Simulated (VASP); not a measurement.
Runs of VASP 6.6.1 on Cr. The structure is that of space group Fm-3m (No. 225), or close to it. The cells are those of the table. 

| level | spin | cell | k mesh | gap on the mesh (eV) | pressure (GPa) | moment (μB) |
| --- | --- | --- | --- | --- | --- | --- |
| r2SCAN | collinear, ferromagnetic start | a = 2.530 Å, angles 60.0°, 1 atom | 20 × 20 × 20 | none | 4.7 | 0.00 |
| PBE | collinear, ferromagnetic start | a = 2.559 Å, angles 60.0°, 1 atom | 10 × 10 × 10 | none | 0.2 | 0.00 |
| r2SCAN | collinear, ferromagnetic start | a = 2.543 Å, angles 60.0°, 1 atom | 20 × 20 × 20 | none | 0.7 | 0.00 |
| PBE | collinear, ferromagnetic start | a = 2.562 Å, angles 60.0°, 1 atom | 10 × 10 × 10 | none | (a) | 0.00 |
| r2SCAN | off | a = 2.543 Å, angles 60.0°, 1 atom | 20 × 20 × 20 | none | 0.7 | - |

Alike in all rows: task single point; potentials or basis VASP PAW PBE potentials, release 64 (Cr_pv); cutoff (eV) 520; smearing gaussian 0.05 eV.

Task: Fill in the values left out.

Result: (a) -0.5.

Caveats: the PAW data sets were made with another functional, which shifts forces and pressure a little (some runs).

A gap of «none» marks levels without a gap at the run's occupations.
